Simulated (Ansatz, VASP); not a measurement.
# Zr in VASP and in Ansatz

```xyz
2
Lattice="-1.8660 2.2709 1.6632 2.2709 -1.8660 1.6632 3.7644 3.7644 -0.9215" Properties=species:S:1:pos:R:3 pbc="T T T"
Zr    2.0992   -1.6942    1.6632
Zr    1.2222    2.9472    1.2024
```

Alike in both runs: task single point; functional revPBE; k mesh 13 × 13 × 7; occupations fermi-dirac, width 0.1 eV; no spin polarisation.

|  | VASP | Ansatz |
| --- | --- | --- |
| version | VASP 6.6.1 | Ansatz 0.2.0 |
| potentials or method | VASP PAW PBE potentials, release 64 (Zr_sv), cutoff 520 eV | plane waves (420 eV) with PAW, scalar-relativistic |
| valence electrons in the cell | 24 | 24 |

|  | VASP | Ansatz | Ansatz less VASP |
| --- | --- | --- | --- |
| pressure (GPa) | -8.4 | -8.4 | +0.01 |
| traceless stress, the component that is largest in VASP (GPa) | -0.18 | -0.18 | +0.002 |

VASP's potentials were made for PBE, not for revPBE.
